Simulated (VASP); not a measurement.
Input of a VASP 6.6.1 run:

INCAR

```
PREC     = Accurate       # precision mode
ENCUT    = 520            # plane-wave cutoff, eV
EDIFF    = 1E-6           # SCF threshold, eV
ISMEAR   = 0              # smearing method
SIGMA    = 0.1            # smearing width, eV
LREAL    = F              # projectors in reciprocal space
LASPH    = T              # aspherical terms in the spheres
NELM     = 100            # most SCF steps
ALGO     = Normal         # electronic algorithm
ISIF     = 2              # what is computed and relaxed
LWAVE    = F              # write WAVECAR
LCHARG   = F              # write CHGCAR
GGA      = PE             # functional
NBANDS   = 18             # bands
```

File KPOINTS:

```
Automatic mesh
0
Gamma
  6 6 4
```

File POSCAR:

```
InAs2
1.0
    5.0763761260      0.0000000000      0.0000000000
   -2.5381880630      4.3962706843      0.0000000000
    0.0000000000      0.0000000000      3.0323438824
In As
1 2
Direct
    0.0000000000      0.0000000000      0.5000000000
    0.3333333333      0.6666666667      0.5000000000
    0.6666666667      0.3333333333      0.5000000000
```

Potentials or basis: VASP PAW PBE potentials, release 64 (In_d, As).

Run with:

```bash
$ cat potpaw_PBE.64/In_d/POTCAR potpaw_PBE.64/As/POTCAR > POTCAR
$ mpirun -np 1 vasp_std > vasp.out
```

Question: What does it give for the pressure?

Answer: 0.0 GPa.

Stress tensor (GPa, compression positive):
```
 0.06  0.00  0.00
 0.00  0.06  0.00
 0.00  0.00 -0.02
```

Caveat: the k points lie up to 0.52 Å⁻¹ apart.
